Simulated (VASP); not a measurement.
Set up this calculation in VASP 6.6.1, as the native input.

| Quantity | Value |
| --- | --- |
| Task | single point |
| Functional | PBE |
| Potentials or basis | VASP PAW PBE potentials, release 64 (Nb_sv) |
| Cutoff | 520 eV |
| k mesh | 18 × 18 × 10 |
| Occupations | gaussian, width 0.1 eV |
| Spin | no spin polarisation |
| Dipole correction | no |
| Further INCAR settings | ALGO = Fast; EDIFF = 1e-06; NBANDS = 20 |

The structure of Nb lies in POSCAR:

```
Nb
1.0
    2.8045656061      0.0000000000      0.0000000000
   -1.4022828030      2.4288250615      0.0000000000
    0.0000000000      0.0000000000      4.4381966234
Nb
2
Direct
    0.3333333333      0.6666666667      0.2500000000
    0.6666666667      0.3333333333      0.7500000000
```

This cell differs from its parent crystal: Ru replaced by Nb, lengths x 1.074, strained.

The input as run:

INCAR

```
  PREC = Accurate
  ENCUT = 520
  EDIFF = 1E-6
  ISMEAR = 0
  SIGMA = 0.1
  LREAL = F
  LASPH = T
  NELM = 60
  ALGO = Fast
  ISIF = 2
  LWAVE = F
  LCHARG = F
  GGA = PE
  NBANDS = 20
```

KPOINTS

```
regular mesh
0
Gamma
  18 18 10
```

Potentials or basis: VASP PAW PBE potentials, release 64 (Nb_sv).

Command:

```bash
$ cat potpaw_PBE.64/Nb_sv/POTCAR > POTCAR
$ mpirun -np 1 vasp_std > vasp.out
```

Results of the run:

```json
{"Pressure": "49.6 GPa", "Band gap on the k mesh": "zero (band 13 reaches 16.20 eV, above the bottom of band 14 at 13.35 eV)"}
```

Caveat: the cell differs from its parent crystal (Ru replaced by Nb, lengths x 1.074, strained).

Wall time 99 s on 1 thread of Intel(R) Xeon(R) 6975P-C (Granite Rapids), on a shared host, peak memory 0.23 GiB.
